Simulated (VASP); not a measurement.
A run of VASP 6.6.1 is set up as follows.

File POSCAR:

```
GaAs
1.0
    0.0000000000      2.8330879405      2.8330879405
    2.8330879405      0.0000000000      2.8330879405
    2.8330879405      2.8330879405      0.0000000000
Ga As
1 1
Direct
    0.0000000000      0.0000000000      0.0000000000
    0.2500000000      0.2500000000      0.2500000000
```

The input INCAR.step1:

```
PREC     = Accurate       # precision mode
ENCUT    = 520            # plane-wave cutoff, eV
ISMEAR   = -1             # smearing method
SIGMA    = 0.08           # smearing width, eV
LREAL    = F              # projectors in reciprocal space
LASPH    = T              # aspherical terms in the spheres
NELM     = 80             # most SCF steps
NBANDS   = 16             # bands
GGA      = PE             # functional
ALGO     = Normal         # electronic algorithm
EDIFF    = 1E-4           # SCF threshold, eV
LWAVE    = T              # write WAVECAR
LCHARG   = F              # write CHGCAR
```

Contents of INCAR.step2:

```
PREC     = Accurate       # precision mode
ENCUT    = 520            # plane-wave cutoff, eV
EDIFF    = 1E-6           # SCF threshold, eV
ISMEAR   = -1             # smearing method
SIGMA    = 0.08           # smearing width, eV
LREAL    = F              # projectors in reciprocal space
LASPH    = T              # aspherical terms in the spheres
NELM     = 80             # most SCF steps
ALGO     = Normal         # electronic algorithm
ISIF     = 2              # what is computed and relaxed
LWAVE    = F              # write WAVECAR
LCHARG   = F              # write CHGCAR
METAGGA  = R2SCAN         # meta-GGA
LMIXTAU  = T            
NBANDS   = 16             # bands
ISTART   = 1
```

KPOINTS

```
Automatic mesh
0
Gamma
  11 11 11
```

Potentials or basis: VASP PAW PBE potentials, release 64 (Ga_d, As).

Run with:

```sh
$ cat potpaw_PBE.64/Ga_d/POTCAR potpaw_PBE.64/As/POTCAR > POTCAR
$ cp INCAR.step1 INCAR
$ mpirun -np 1 vasp_std > vasp.out
$ cp INCAR.step2 INCAR
$ mpirun -np 1 vasp_std > vasp.out
```

**Question.** What does it give for the band gap on the k mesh?

**Answer.** 0.94 eV.

**Question.** What does it give for the pressure?

**Answer.** 0.1 GPa.

Caveat: the PAW data sets were made with another functional, which shifts forces and pressure a little; an odd mesh through Γ misses points on the zone boundary, where band edges can lie.
